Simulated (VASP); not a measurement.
# Cd (P6_3/mmc) in VASP: further runs

The runs below take Cd through electric field gradients, with PBE, LDA.

Program: VASP 6.6.1. These are calculated values, not measurements. Logs are shortened: lines on timing, memory, paths and dates and some standing lists are left out, and cuts for length are marked.

### 1 The cell of the first run

Symmetry: P6_3/mmc, No. 194, hexagonal system. Conventional cell: a = 2.919 Å, b = 2.919 Å, c = 5.504 Å, α = 90.00°, β = 90.00°, γ = 120.00°. Cd (site symmetry -6m2) has 12 Cd at 2.92 to 3.23 Å within 3.8 Å.

### 2 Electric field gradients, PBE (20.30 Å³/atom)

INCAR reads:

```
SYSTEM = Cd
PREC = Accurate
ENCUT = 470
EDIFF = 1E-8
ISMEAR = -1
SIGMA = 0.05
LREAL = .False.
LASPH = .True.
NELM = 120
ALGO = Normal
ISIF = 2
LWAVE = .False.
LCHARG = .False.
GGA = PE
LEFG = .True.
NBANDS = 27
GGA_COMPAT = .False.
```

KPOINTS reads:

```
Automatic mesh
0
Gamma
  16 16 7
  0 0 0
```

POSCAR reads:

```
Cd
1.0
    2.9185794238      0.0000000000      0.0000000000
   -1.4592897118      2.5275639239      0.0000000000
    0.0000000000      0.0000000000      5.5039474349
Cd
2
Direct
    0.3333333333      0.6666666667      0.2500000000
    0.6666666667      0.3333333333      0.7500000000
```

Potentials or basis: VASP PAW PBE potentials, release 64 (Cd_sv_GW).

Launch:

```
> cat potpaw_PBE.64/Cd_sv_GW/POTCAR > POTCAR
> mpirun -np 1 vasp_std > vasp.out
```

OUTCAR:

```text
SYSTEM = Cd
   PREC = Accurate
   ENCUT = 470
   EDIFF = 1E-8
   ISMEAR = -1
   LREAL = .False.
   LASPH = .True.
   NELM = 120
   ISIF = 2
   GGA = PE

 ion  position               nearest neighbor table
   1  0.333  0.667  0.250-
   2  0.667  0.333  0.750-

  LATTYP: Found a hexagonal cell.
 ALAT       =     2.9185794238
 C/A-ratio  =     1.8858309594

  Lattice vectors:

 A1 = (   2.9185794238,   0.0000000000,   0.0000000000)
 A2 = (  -1.4592897118,   2.5275639239,   0.0000000000)
 A3 = (   0.0000000000,   0.0000000000,   5.5039474349)

Analysis of symmetry for initial positions (statically):
=====================================================================
 Subroutine PRICEL returns:
 Original cell was already a primitive cell.

 Routine SETGRP: Setting up the symmetry group for a
 hexagonal supercell.

 Subroutine GETGRP returns: Found 24 space group operations
 (whereof 12 operations were pure point group operations)
 out of a pool of 24 trial point group operations.

The static configuration has the point symmetry D_3d.
 The point group associated with its full space group is D_6h.

Analysis of symmetry for dynamics (positions and initial velocities):
=====================================================================
 Subroutine PRICEL returns:
 Original cell was already a primitive cell.

 Routine SETGRP: Setting up the symmetry group for a
 hexagonal supercell.

 Subroutine GETGRP returns: Found 24 space group operations
 (whereof 12 operations were pure point group operations)
 out of a pool of 24 trial point group operations.

The dynamic configuration has the point symmetry D_3d.
 The point group associated with its full space group is D_6h.

 Subroutine INISYM returns: Found 24 space group operations
 (whereof 12 operations are pure point group operations),
 and found     1 'primitive' translations

----------------------------------------------------------------------------------------

                                     Primitive cell

  volume of cell :      40.6020

  direct lattice vectors                    reciprocal lattice vectors
     2.918579424  0.000000000  0.000000000     0.342632444  0.197818934  0.000000000
    -1.459289712  2.527563924  0.000000000     0.000000000  0.395637867  0.000000000
     0.000000000  0.000000000  5.503947435     0.000000000  0.000000000  0.181687782

  length of vectors
     2.918579424  2.918579424  5.503947435     0.395637867  0.395637867  0.181687782

  position of ions in fractional coordinates (direct lattice)
     0.333333333  0.666666667  0.250000000
     0.666666667  0.333333333  0.750000000

  ion indices of the primitive-cell ions
   primitive index   ion index
                 1           1
                 2           2

----------------------------------------------------------------------------------------

 KPOINTS: Automatic mesh

Automatic generation of k-mesh.
 Grid dimensions read from file:
 generate k-points for:   16   16    7

 Generating k-lattice:

  Cartesian coordinates                     Fractional coordinates (reciprocal lattice)
     0.021414528  0.012363683  0.000000000     0.062500000 -0.000000000  0.000000000
     0.000000000  0.024727367  0.000000000     0.000000000  0.062500000  0.000000000
     0.000000000  0.000000000  0.025955397     0.000000000  0.000000000  0.142857143

  Length of vectors
     0.024727367  0.024727367  0.025955397

  Shift w.r.t. Gamma in fractional coordinates (k-lattice)
     0.000000000  0.000000000  0.000000000

 Subroutine IBZKPT returns following result:
 ===========================================

 Found    120 irreducible k-points:

 Following reciprocal coordinates:
            Coordinates               Weight
  0.000000  0.000000  0.000000      1.000000
  0.062500  0.000000  0.000000      6.000000
  0.125000  0.000000  0.000000      6.000000
  0.187500  0.000000  0.000000      6.000000
  0.250000  0.000000  0.000000      6.000000
  0.312500 -0.000000  0.000000      6.000000
[... 16 lines left out ...]
  0.187500  0.187500  0.000000      6.000000
  0.250000  0.187500  0.000000     12.000000
 [... further k-points ...]
   k-points           NKPTS =    120   k-points in BZ     NKDIM =    120   number of bands    NBANDS=     27
   number of dos      NEDOS =    301   number of ions     NIONS =      2
   total plane-waves  NPLWV =  23040
   dimension x,y,z NGX =    24 NGY =   24 NGZ =   40
   dimension x,y,z NGXF=    48 NGYF=   48 NGZF=   80
   ions per type =               2
   NGX,Y,Z   is equivalent  to a cutoff of  13.67, 13.67, 12.08 a.u.
   NGXF,Y,Z  is equivalent  to a cutoff of  27.34, 27.34, 24.16 a.u.
 SYSTEM =  Cd
   PREC   = accura    normal or accurate (medium, high low for compatibility)
   ISTART =      0    job   : 0-new  1-cont  2-samecut
   ICHARG =      2    charge: 1-file 2-atom 10-const
   ISPIN  =      1    spin polarized calculation?
   LNONCOLLINEAR =      F non collinear calculations
   LSORBIT =      F    spin-orbit coupling
   LASPH  =      T    aspherical Exc in radial PAW
   ENCUT  =  470.0 eV  34.54 Ry    5.88 a.u.   5.16  5.16  9.73*2*pi/ulx,y,z
   NELM   =    120;   NELMIN=  2; NELMDL= -5     # of ELM steps
   EDIFF  = 0.1E-07   stopping-criterion for ELM
   LREAL  =      F    real-space projection
   EDIFFG = 0.1E-06   stopping-criterion for IOM
   NSW    =      0    number of steps for IOM
   IBRION =     -1    ionic relax: 0-MD 1-quasi-New 2-CG
   NFREE  =      0    steps in history (QN), initial steepest desc. (CG)
   ISIF   =      2    stress and relaxation
   ISYM   =      2    0-nonsym 1-usesym 2-fastsym
   POTIM  = 0.5000    time-step for ionic-motion
   TEBEG  =    0.0;   TEEND  =   0.0 temperature during run
   PSTRESS=    0.0 pullay stress
   NELECT =      40.0000    total number of electrons
   NUPDOWN=      -1.0000    fix difference up-down
   EMIN   =  10.00;   EMAX   =-10.00  energy-range for DOS
   EFERMI =   0.00;   METHOD = LEGACY
   ISMEAR =    -1;   SIGMA  =   0.05  broadening in eV -4-tet -1-fermi 0-gaus
   EFERMI_NEDOS =   21; number of points for ismear=-14 and -15
   IALGO  =     38    algorithm
   IMIX   =      4    mixing-type and parameters
     AMIX     =   0.40;   BMIX     =  1.00
     AMIX_MAG =   1.60;   BMIX_MAG =  1.00
  volume/ion in A,a.u.               =      20.30       137.00
  Fermi-wavevector in a.u.,A,eV,Ry     =   1.628967  3.078301 36.103497  2.653532
  Thomas-Fermi vector in A             =   2.721510
   LORBIT       =      0    0 simple, 1 ext, 2 COOP (PROOUT), +10 PAW based schemes
   GGA     = PE    functional components
   LHFCALC =     F    Hartree Fock is set to
   AEXX    =    0.0000 exact exchange contribution
   IVDW    =     0    specifies the selected vdW correction
   LEPSILON=     F    determine dielectric tensor
   LRPA    =     F    only Hartree local field effects (RPA)
 non-spin polarized calculation
  energy-cutoff  :      470.00
  volume of cell :       40.60
 maximum number of plane-waves:       953
 NGX is ok and might be reduce to    24
   NGX = 11   NGY = 11   NGZ = 19

 number of electron      39.9999965 magnetization

 Free energy of the ion-electron system (eV)
  ---------------------------------------------------
  ext. energy  EPLUGINS =         0.00000000
  ---------------------------------------------------
  free energy    TOTEN  =        -1.47874878 eV

  energy without entropy =       -1.47408440  energy(sigma->0) =       -1.47641659

 E-fermi :   7.2447     XC(G=0): -11.6406

 val. band max:        7.2401729772   @ k =   0.3125   0.1250   0.0000
 cond. band min:       7.2467053474   @ k =   0.3125  -0.0000   0.0000
 fundamental gap:      0.0065323702
 Fermi energy:         7.2446508446

 k-point     1 :       0.0000    0.0000    0.0000
  band No.  band energies     occupation
      1     -96.0363      2.00000
      2     -96.0339      2.00000
      3     -57.0987      2.00000
      4     -57.0747      2.00000
      5     -57.0551      2.00000
      6     -57.0551      2.00000
[... 19 lines left out ...]
     26      22.5632      0.00000
     27      22.7121      0.00000

 k-point     2 :       0.0625    0.0000    0.0000
  band No.  band energies     occupation
      1     -96.0358      2.00000
      2     -96.0337      2.00000
      3     -57.0987      2.00000
      4     -57.0743      2.00000
      5     -57.0570      2.00000
      6     -57.0556      2.00000
[... 19 lines left out ...]
     26      22.6801      0.00000
     27      22.9201      0.00000

 k-point     3 :       0.1250    0.0000    0.0000
  band No.  band energies     occupation
      1     -96.0351      2.00000
      2     -96.0330      2.00000
      3     -57.0977      2.00000
      4     -57.0744      2.00000
      5     -57.0641      2.00000
      6     -57.0618      2.00000
[... 19 lines left out ...]
     26      22.4490      0.00000
     27      22.7414      0.00000

 k-point     4 :       0.1875    0.0000    0.0000
  band No.  band energies     occupation
      1     -96.0344      2.00000
      2     -96.0325      2.00000
      3     -57.0960      2.00000
      4     -57.0758      2.00000
      5     -57.0746      2.00000
      6     -57.0736      2.00000
[... 19 lines left out ...]
     26      20.6949      0.00000
     27      21.2654      0.00000

 k-point     5 :       0.2500    0.0000    0.0000
  band No.  band energies     occupation
      1     -96.0333      2.00000
      2     -96.0316      2.00000
      3     -57.0928      2.00000
      4     -57.0891      2.00000
      5     -57.0866      2.00000
      6     -57.0744      2.00000
[... 19 lines left out ...]
     26      20.2505      0.00000
     27      20.8111      0.00000

 k-point     6 :       0.3125   -0.0000    0.0000
  band No.  band energies     occupation
      1     -96.0322      2.00000
      2     -96.0306      2.00000
      3     -57.1020      2.00000
      4     -57.0995      2.00000
      5     -57.0899      2.00000
      6     -57.0748      2.00000
[... 444 lines left out ...]
      1     -96.0303      2.00000
      2     -96.0298      2.00000
      3     -57.1182      2.00000
      4     -57.1154      2.00000
      5     -57.0848      2.00000
      6     -57.0787      2.00000
[... 19 lines left out ...]
     26      18.2548      0.00000
     27      18.7396      0.00000

 k-point    22 :       0.4375    0.1250    0.0000
  band No.  band energies     occupation
      1     -96.0301      2.00000
      2     -96.0295      2.00000
      3     -57.1202      2.00000
      4     -57.1174      2.00000
      5     -57.0835      2.00000
      6     -57.0797      2.00000
[... 19 lines left out ...]
     26      18.1164      0.00000
     27      18.6523      0.00000

 k-point    23 :       0.1875    0.1875    0.0000
  band No.  band energies     occupation
      1     -96.0319      2.00000
      2     -96.0307      2.00000
      3     -57.0994      2.00000
      4     -57.0991      2.00000
      5     -57.0897      2.00000
      6     -57.0746      2.00000
[... 19 lines left out ...]
     26      17.9008      0.00000
     27      18.3370      0.00000

 k-point    24 :       0.2500    0.1875    0.0000
  band No.  band energies     occupation
      1     -96.0310      2.00000
      2     -96.0303      2.00000
      3     -57.1073      2.00000
      4     -57.1063      2.00000
      5     -57.0876      2.00000
      6     -57.0781      2.00000
[... 19 lines left out ...]
     26      17.1037      0.00000
     27      17.7254      0.00000

 [... further k-points ...]

------------------------ aborting loop because EDIFF is reached ----------------------------------------

  FORCE on cell =-STRESS in cart. coord.  units (eV):
  Direction    XX          YY          ZZ          XY          YZ          ZX
  --------------------------------------------------------------------------------------
  -------------------------------------------------------------------------------------
  Total        1.3143302      1.3143302      0.5309973      0.0000000     -0.0000000      0.0000000
  in kB       51.8641321     51.8641321     20.9534226      0.0000000     -0.0000000      0.0000000
  external PRESSURE =      41.5605623 kB  Pullay stress =       0.0000000 kB

 VOLUME and BASIS-vectors are now :
 -----------------------------------------------------------------------------
  energy-cutoff  :      470.00
  volume of cell :       40.60
      direct lattice vectors                 reciprocal lattice vectors
     2.918579424  0.000000000  0.000000000     0.342632444  0.197818934  0.000000000
    -1.459289712  2.527563924  0.000000000     0.000000000  0.395637867  0.000000000
     0.000000000  0.000000000  5.503947435     0.000000000  0.000000000  0.181687782

 POSITION                                       TOTAL-FORCE (eV/Angst)
 -----------------------------------------------------------------------------------
     -0.00000      1.68504      1.37599         0.000000      0.000000      0.000000
      1.45929      0.84252      4.12796        -0.000000     -0.000000      0.000000
 -----------------------------------------------------------------------------------
    total drift:                                0.000000     -0.000000      0.000000

  FREE ENERGIE OF THE ION-ELECTRON SYSTEM (eV)
  ---------------------------------------------------
  free  energy   TOTEN  =        -1.4787487803 eV

  energy  without entropy=       -1.4740843990  energy(sigma->0) =       -1.47641659

 Electric field gradients (V/A^2)
---------------------------------------------------------------------
 ion       V_xx      V_yy      V_zz      V_xy      V_xz      V_yz
---------------------------------------------------------------------
   1     -43.524   -43.519    87.043     0.004    -0.000     0.000
   2     -43.524   -43.519    87.043     0.004     0.000    -0.000
---------------------------------------------------------------------

 Electric field gradients after diagonalization (V/A^2)
 (convention: |V_zz| > |V_xx| > |V_yy|)
----------------------------------------------------------------------
 ion       V_xx      V_yy      V_zz     asymmetry (V_yy - V_xx)/ V_zz
----------------------------------------------------------------------
   1     -43.526   -43.516    87.043       0.000
   2     -43.526   -43.516    87.043       0.000
----------------------------------------------------------------------

           NMR quadrupolar parameters

 Cq : quadrupolar parameter    Cq=e*Q*V_zz/h
 eta: asymmetry parameters     (V_yy - V_xx)/ V_zz
 Q  : nuclear electric quadrupole moment in mb (millibarn)
----------------------------------------------------------------------
 ion       Cq(MHz)       eta       Q (mb)
----------------------------------------------------------------------
   1       0.210       0.000       1.000
   2       0.210       0.000       1.000
----------------------------------------------------------------------
```

It took 91 s on 1 thread of Intel Xeon Platinum 8259CL at 2.50GHz (Skylake/Cascade Lake), shared host; peak memory 0.24 GiB.

Results:

* Free energy: -1.4787 eV
* Pressure: 4.2 GPa
* Band gap on the k mesh: zero (bands 20 and 21 overlap by 4.00 eV)
* Largest electric field gradient by atom: Cd +87.0 V/Å²

Levels at points of the mesh, in eV from the Fermi level:
```csv
k point,band 16,band 17,band 18,band 19,band 20,band 21,band 22,band 23,band 24,band 25
"(0.00, 0.00, 0.00)",-8.86,-8.86,-8.57,-8.57,-3.36,-3.01,10.62,13.86,15.10,15.32
"(0.50, 0.00, 0.00)",-8.61,-8.28,-8.25,-2.54,-1.89,2.07,3.02,3.49,5.39,8.49
```

Electric field gradients, principal values (V/Å²):
| atom | least | middle | greatest (by size) |
| --- | --- | --- | --- |
| 1 Cd | -43.516 | -43.526 | 87.043 |
| 2 Cd | -43.516 | -43.526 | 87.043 |

Caveat: the cell stands under pressure; without QUAD_EFG the Cq values of the log hold for a quadrupole moment of 1 mb, not for the nuclei.

[end of part 1 of 2]
